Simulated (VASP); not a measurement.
Wanted: the native input for a VASP 6.6.1 run.

- Task: single point
- Functional: PBEsol
- Potentials or basis: VASP PAW PBE potentials, release 64 (Rh_pv)
- Cutoff: 520 eV
- k mesh: 12 × 12 × 12
- Occupations: fermi-dirac, width 0.05 eV
- Spin: non-collinear spin, zero start, spin-orbit coupling
- Starting moments: [[0.0, 0.0, 0.0]] μB
- Dipole correction: no
- Further INCAR settings: ALGO = Normal; EDIFF = 1e-07; NBANDS = 26

The structure of Rh lies in POSCAR:

```
Rh
1.0
    0.0000000000      1.8978500000      1.8978500000
    1.8978500000      0.0000000000      1.8978500000
    1.8978500000      1.8978500000      0.0000000000
Rh
1
Direct
    0.0000000000      0.0000000000      0.0000000000
```

One way to write it, as run:

INCAR

```
ALGO = Normal
EDIFF = 1E-7
ENCUT = 520
GGA = PS
GGA_COMPAT = False
ISIF = 2
ISMEAR = -1
LASPH = True
LCHARG = False
LMAXMIX = 4
LORBIT = 11
LORBMOM = True
LREAL = False
LSORBIT = True
LWAVE = False
MAGMOM = 0 0 0
NBANDS = 26
NELM = 150
PREC = Accurate
SIGMA = 0.05
```

KPOINTS

```
k-points
0
Gamma
  12 12 12
```

Potentials or basis: VASP PAW PBE potentials, release 64 (Rh_pv).

Run with:

```console
$ cat potpaw_PBE.64/Rh_pv/POTCAR > POTCAR
$ mpirun -np 1 vasp_ncl > vasp.out
```

Results of the run:

The pressure is -3.5 GPa. The net moment is 0.00 μB per cell and the valence electrons inside the program's atomic spheres are Rh 13.79.

Caveat: the PAW data sets were made with another functional, which shifts forces and pressure a little.

It took 43 s on 1 thread of Intel(R) Xeon(R) Platinum 8259CL CPU @ 2.50GHz (Skylake/Cascade Lake), on a shared host, peak memory 0.18 GiB.
